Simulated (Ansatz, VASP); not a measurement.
One calculation of Ga4O, two programs

File INCAR:

```
SYSTEM = Ga4O
  PREC = Accurate
  ENCUT = 520
  EDIFF = 1E-6
  ISMEAR = 0
  SIGMA = 0.1
  LREAL = .False.
  LASPH = .True.
  NELM = 60
  ALGO = Normal
  ISIF = 2
  LWAVE = .False.
  LCHARG = .False.
  GGA = PE
  NBANDS = 37
```

The input KPOINTS:

```
Automatic mesh
0
Gamma
  6 6 4
  0 0 0
```

File POSCAR:

```
Ga4O
1.0
    4.8423894900      0.0000000000      0.0000000000
   -2.4211947400      4.1936323100      0.0000000000
    0.0000000000      0.0000000000      4.6844210600
Ga O
4 1
Direct
    0.1962204400      0.8037795600      0.5000000000
    0.1962204400      0.3924408700      0.5000000000
    0.6075591300      0.8037795600      0.5000000000
    0.6666666700      0.3333333300      0.5000000000
    0.3333333300      0.6666666700      0.0000000000
```

Input for Ansatz:

```yaml
crystal:
  lattice:
    - [4.84238949, 0.0, 0.0]
    - [-2.42119474, 4.19363231, 0.0]
    - [0.0, 0.0, 4.68442106]
  atoms:
    - { symbol: Ga, position: [0.19622044, 0.80377956, 0.5] }
    - { symbol: Ga, position: [0.19622044, 0.39244087, 0.5] }
    - { symbol: Ga, position: [0.60755913, 0.80377956, 0.5] }
    - { symbol: Ga, position: [0.66666667, 0.33333333, 0.5] }
    - { symbol: O, position: [0.33333333, 0.66666667, 0.0] }
basis:
  ecutwfc: 420
kpoints:
  mp_grid: { grid: [6, 6, 4] }
hamiltonian:
  xc: pbe
scf:
  occupations: { method: gaussian, width: 0.1 }
  lower_state_search: "off"
output:
  forces: true
  stress: true
  eigenvalues: true
```

Alike in both runs: task single point; functional PBE; k mesh 6 × 6 × 4; occupations gaussian, width 0.1 eV; no spin polarisation.

```csv
,VASP,Ansatz
version,VASP 6.6.1,Ansatz 0.2.0
potentials or method,"VASP PAW PBE potentials, release 64 (Ga_d, O), cutoff 520 eV","scalar-relativistic, plane waves, PAW"
valence electrons in the cell,58,58
```

```tsv
	VASP	Ansatz	Ansatz less VASP
gap on the k mesh at the Fermi level (eV)	none	none	-
rms of the force components (eV/Å)	5.774	5.579	-0.1951
```

Atom by atom the forces differ by 0.195 eV/Å (rms over components). A gap of «none» marks a metal or a gap that the smearing closes.
